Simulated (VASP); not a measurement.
# Sb: relaxation of shape and atoms at fixed volume with PBE+D3(BJ)

Sb:

```
Sb
1.0
     2.14389    1.23777    3.64810
    -2.14389    1.23777    3.64810
     0.00000   -2.47555    3.64810
Sb
2
Direct
  0.23717 0.23717 0.23717
  0.76283 0.76283 0.76283
```

```json
{
 "Program": "VASP 6.6.1",
 "Task": "relaxation of shape and atoms at fixed volume",
 "Functional": "PBE",
 "Dispersion": "D3(BJ)",
 "Potentials or basis": "VASP PAW PBE potentials, release 64 (Sb)",
 "Cutoff": "600 eV",
 "k mesh": "12 × 12 × 12",
 "Occupations": "fermi-dirac, width 0.15 eV",
 "Spin": "no spin polarisation",
 "Dipole correction": "no",
 "Further INCAR settings": "ALGO = Normal; EDIFF = 1e-06; IBRION = 2; EDIFFG = -0.001; NSW = 80; ISIF = 4"
}
```

```json
{
 "Energy gained by relaxing": "1.2 meV/atom",
 "Ionic steps": "7",
 "Pressure after relaxing": "0.8 GPa",
 "Band gap on the k mesh": "zero (bands 5 and 6 overlap by 0.36 eV)",
 "Dispersion energy per atom": "-0.492 eV"
}
```

The path:
```csv
step,energy change (eV),largest force (eV/Å),pressure (GPa),volume (Å³)
1,0.0000,0.1275,1.32,58.08
2,-0.0013,0.0813,1.15,58.08
3,-0.0023,0.0290,0.73,58.08
4,-0.0024,0.0071,0.82,58.08
5,-0.0024,0.0043,0.83,58.08
6,-0.0025,0.0024,0.82,58.08
7,-0.0025,0.0005,0.82,58.08
```

Final structure:
```yaml
crystal:
  lattice:
    - [2.15052, 1.24161, 3.62562]
    - [-2.15052, 1.24161, 3.62562]
    - [0.00000, -2.48321, 3.62562]
  atoms:
    - { symbol: Sb, position: [0.23891, 0.23891, 0.23891] }
    - { symbol: Sb, position: [0.76109, 0.76109, 0.76109] }
```

Levels at points of the mesh, in eV from the Fermi level:
| k point | band 3 | band 4 | band 5 | band 6 | band 7 | band 8 |
| --- | --- | --- | --- | --- | --- | --- |
| (0.00, 0.00, 0.00) | -1.90 | -1.74 | -1.74 | 2.73 | 3.07 | 3.07 |
| (0.50, 0.00, 0.00) | -1.49 | -1.34 | -0.29 | 0.02 | 0.16 | 0.32 |
| (0.50, 0.50, 0.00) | -5.69 | -3.78 | -3.71 | 1.77 | 5.33 | 5.60 |
| (0.50, 0.50, 0.50) | -1.07 | -1.07 | -0.20 | -0.10 | -0.10 | 0.94 |

It took 5 min on 1 thread of Intel Xeon 8259CL (shared host), peak memory 0.3 GiB.

Caveat: spin-orbit coupling is left out, which moves the levels of the heavy elements.
